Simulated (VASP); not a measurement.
Write the native input for VASP 6.6.1 that does the following.

```
Task                   : single point
Functional             : r2SCAN
Potentials or basis    : VASP PAW PBE potentials, release 64 (C_h)
Cutoff                 : 910 eV
k mesh                 : 12 × 12 × 12
Occupations            : gaussian, width 0.05 eV
Spin                   : no spin polarisation
Dipole correction      : no
Second run             : hard_potentials
Further INCAR settings : ALGO = Normal; EDIFF = 1e-06; NBANDS = 11
```

The system is C.

```
C
1.0
     0.00000    1.78014    1.83355
     1.78014    0.00000    1.83355
     1.78014    1.78014    0.00000
C
2
Direct
  0.50000 0.50000 0.50000
  0.75000 0.75000 0.75000
```

This cell differs from its parent crystal: strain +0.0300 x Voigt [0, 0, 1, 0, 0, 0].

The input as run:

POSCAR

```
C
1.0
    0.0000000000      1.7801417077      1.8335459589
    1.7801417077      0.0000000000      1.8335459589
    1.7801417077      1.7801417077      0.0000000000
C
2
Direct
    0.5000000000      0.5000000000      0.5000000000
    0.7500000000      0.7500000000      0.7500000000
```

INCAR.step1

```
PREC = Accurate
ENCUT = 910
ISMEAR = 0
SIGMA = 0.05
LREAL = F
LASPH = T
NELM = 120
NBANDS = 11
GGA = PE
ALGO = Normal
EDIFF = 1E-5
LWAVE = T
LCHARG = F
GGA_COMPAT = F
```

INCAR.step2

```
PREC = Accurate
ENCUT = 910
EDIFF = 1E-6
ISMEAR = 0
SIGMA = 0.05
LREAL = F
LASPH = T
NELM = 120
ALGO = Normal
ISIF = 2
LWAVE = F
LCHARG = F
METAGGA = R2SCAN
LMIXTAU = T
NBANDS = 11
ISTART = 1
GGA_COMPAT = F
```

KPOINTS

```
Automatic mesh
0
Gamma
  12 12 12
```

Potentials or basis: VASP PAW PBE potentials, release 64 (C_h).

The run is started by

```sh
$ cat potpaw_PBE.64/C_h/POTCAR > POTCAR
$ cp INCAR.step1 INCAR
$ mpirun -np 1 vasp_std > vasp.out
$ cp INCAR.step2 INCAR
$ mpirun -np 1 vasp_std > vasp.out
```

It gave:

The pressure is -13.4 GPa. The band gap on the k mesh is 3.93 eV, indirect (least direct gap 5.53 eV).

Caveat: the cell differs from its parent crystal (strain +0.0300 x Voigt [0, 0, 1, 0, 0, 0]); the cutoff is under 1.25 times the usual one of these potentials, so pressure, stress and relaxed cells hold a basis-set (Pulay) error; the PAW data sets were made with another functional, which shifts forces and pressure a little.

Run time: 2.4 min on 1 thread of AMD EPYC 9R45 96-Core Processor (Zen 5) (shared host), peak memory 0.15 GiB.
